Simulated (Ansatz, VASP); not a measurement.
**WC in VASP and in Ansatz**

Contents of INCAR:

```
SYSTEM = WC
PREC = Accurate
ENCUT = 520
EDIFF = 1E-8
ISMEAR = -1
SIGMA = 0.05
LREAL = .FALSE.
LASPH = .TRUE.
NELM = 80
ALGO = Normal
ISIF = 2
LWAVE = .FALSE.
LCHARG = .FALSE.
GGA = PS
LEFG = .TRUE.
NBANDS = 16
```

The input KPOINTS:

```
regular mesh
0
G
  13 13 12
  0 0 0
```

File POSCAR:

```
WC
1.0
    2.9386703057      0.0000000000      0.0000000000
   -1.4693351528      2.5449631381      0.0000000000
    0.0000000000      0.0000000000      2.8662279534
W C
1 1
Direct
    0.0000000000      0.0000000000      0.0000000000
    0.6666666667      0.3333333333      0.5000000000
```

Input for Ansatz:

```yaml
crystal:
  lattice:
    - [2.9386703057, 0.0, 0.0]
    - [-1.4693351528, 2.5449631381, 0.0]
    - [0.0, 0.0, 2.8662279534]
  atoms:
    - { symbol: W, position: [0.0, 0.0, 0.0] }
    - { symbol: C, position: [0.6666666667, 0.3333333333, 0.5] }
kpoints:
  mp_grid: { grid: [13, 13, 12] }
scf:
  occupations: { method: fermi_dirac, width: 0.05 }
hamiltonian:
  xc: pbesol
  pseudopotentials: { kind: paw }
output:
  forces: true
  stress: true
  eigenvalues: true
  efg: { contact_densities: true }
  write_density: true
  write_potential: true
  elf: true
  volumetric_format: npy
```

Change from the starting cell: volume scaled by 1.04, PAW files.

Alike in both runs: task electric field gradients; functional PBEsol; k mesh 13 × 13 × 12; occupations fermi-dirac, width 0.05 eV; no spin polarisation.

|  | VASP | Ansatz |
| --- | --- | --- |
| version | VASP 6.6.1 | Ansatz 0.2.0 |
| potentials or method | VASP PAW PBE potentials, release 64 (W_sv, C) | PAW with Ansatz's default frozen-core files, scalar-relativistic |
| plane-wave cutoff (eV) | 520 | 420 |
| valence electrons in the cell | 18 | 18 |

Ansatz gave:

```
pressure (GPa)                                                : -15.5
traceless stress, the component that is largest in VASP (GPa) : -1.78
size of Vzz on the site where it differs most (V/Å²)          : 127.5
```

Q: Estimate VASP's values.

A: Pressure (GPa): -14.4; traceless stress, the component that is largest in VASP (GPa): -1.55; size of Vzz on the site where it differs most (V/Å²): 131.7.

VASP's potentials were made for PBE, not for PBEsol.

Neither program's run includes spin-orbit coupling.
